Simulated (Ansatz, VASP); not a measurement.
# LiCl: VASP beside Ansatz

```
Li Cl
1.0
    -0.05130    2.56476    2.56476
     2.51346    0.00000    2.51346
     2.56476    2.56476   -0.05130
Li Cl
1 1
Direct
  0.00000 0.00000 0.00000
  0.50000 0.50000 0.50000
```

Change from the starting cell: strain -0.0400 x Voigt [0, 0, 0, 0, 1, 0], atoms carried along.

Alike in both runs: task single point; functional LDA; k mesh 8 × 8 × 8; occupations gaussian, width 0.05 eV; no spin polarisation.

|  | VASP | Ansatz |
| --- | --- | --- |
| version | VASP 6.6.1 | Ansatz 0.2.0 |
| potentials or method | VASP PAW LDA potentials, release 64 (Li_sv, Cl), cutoff 520 eV | scalar-relativistic, plane waves, PAW |
| valence electrons in the cell | 10 | 10 |

VASP gave:

| Item | Value |
| --- | --- |
| gap on the k mesh at the Fermi level (eV) | 5.87 |
| least direct gap on the mesh (eV) | 5.87 |

Task: Which values does Ansatz return?

Result: gap on the k mesh at the Fermi level (eV): 5.85; least direct gap on the mesh (eV): 5.85.

LDA's correlation is that of Perdew and Zunger in VASP and of Perdew and Wang (1992) in Ansatz.

Noted on VASP's run: the cutoff is short for stress, so the pressure is rough.
